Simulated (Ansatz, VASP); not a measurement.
**W3O: VASP beside Ansatz**

The input INCAR:

```
SYSTEM = W3O
PREC = Accurate
ENCUT = 520
EDIFF = 1E-7
ISMEAR = 0
SIGMA = 0.15
LREAL = .FALSE.
LASPH = .TRUE.
NELM = 100
ALGO = Normal
ISIF = 2
LWAVE = .FALSE.
LCHARG = .FALSE.
GGA = PS
NBANDS = 58
```

The input KPOINTS:

```
Automatic mesh
0
G
  8 8 8
  0 0 0
```

Contents of POSCAR:

```
W3O
1.0
    4.8313496810      0.1087053678      0.0000000000
    0.1087053678      4.8313496810      0.0000000000
    0.0000000000      0.0000000000      4.8313496810
W O
6 2
Direct
    0.5000000000      0.7500000000      0.0000000000
    0.0000000000      0.5000000000      0.7500000000
    0.2500000000      0.0000000000      0.5000000000
    0.5000000000      0.2500000000      0.0000000000
    0.0000000000      0.5000000000      0.2500000000
    0.7500000000      0.0000000000      0.5000000000
    0.5000000000      0.5000000000      0.5000000000
    0.0000000000      0.0000000000      0.0000000000
```

Input for Ansatz:

```yaml
crystal:
  lattice:
    - [4.831349681, 0.1087053678, 0.0]
    - [0.1087053678, 4.831349681, 0.0]
    - [0.0, 0.0, 4.831349681]
  atoms:
    - { symbol: W, position: [0.5, 0.75, 0.0] }
    - { symbol: W, position: [0.0, 0.5, 0.75] }
    - { symbol: W, position: [0.25, 0.0, 0.5] }
    - { symbol: W, position: [0.5, 0.25, 0.0] }
    - { symbol: W, position: [0.0, 0.5, 0.25] }
    - { symbol: W, position: [0.75, 0.0, 0.5] }
    - { symbol: O, position: [0.5, 0.5, 0.5] }
    - { symbol: O, position: [0.0, 0.0, 0.0] }
basis:
  ecutwfc: 420
kpoints:
  mp_grid: { grid: [8, 8, 8] }
hamiltonian:
  xc: pbesol
scf:
  occupations: { method: gaussian, width: 0.15 }
output:
  forces: true
  stress: true
  eigenvalues: true
```

Change from the starting cell: strain +0.0450 x Voigt [0, 0, 0, 0, 0, 1], atoms carried along.

Alike in both runs: task single point; functional PBEsol; k mesh 8 × 8 × 8; occupations gaussian, width 0.15 eV; no spin polarisation.

```csv
,VASP,Ansatz
version,VASP 6.6.1,Ansatz 0.2.0
potentials or method,"VASP PAW PBE potentials, release 64 (W_sv, O), cutoff 520 eV","scalar-relativistic, plane waves, PAW"
valence electrons in the cell,96,96
```

VASP gave:

- gap on the k mesh at the Fermi level (eV): none
- pressure (GPa): 1.2
- traceless stress, the component that is largest in VASP (GPa): -0.53
- rms of the force components (eV/Å): 0.150

Task: Estimate Ansatz's values.

Result: gap on the k mesh at the Fermi level (eV): none; pressure (GPa): 0.1; traceless stress, the component that is largest in VASP (GPa): -0.51; rms of the force components (eV/Å): 0.150.

VASP's potentials were made for PBE, not for PBEsol. Atom by atom the forces differ by 0.000 eV/Å (rms over components). A gap of «none» marks a metal or a gap that the smearing closes.

Neither program's run includes spin-orbit coupling.
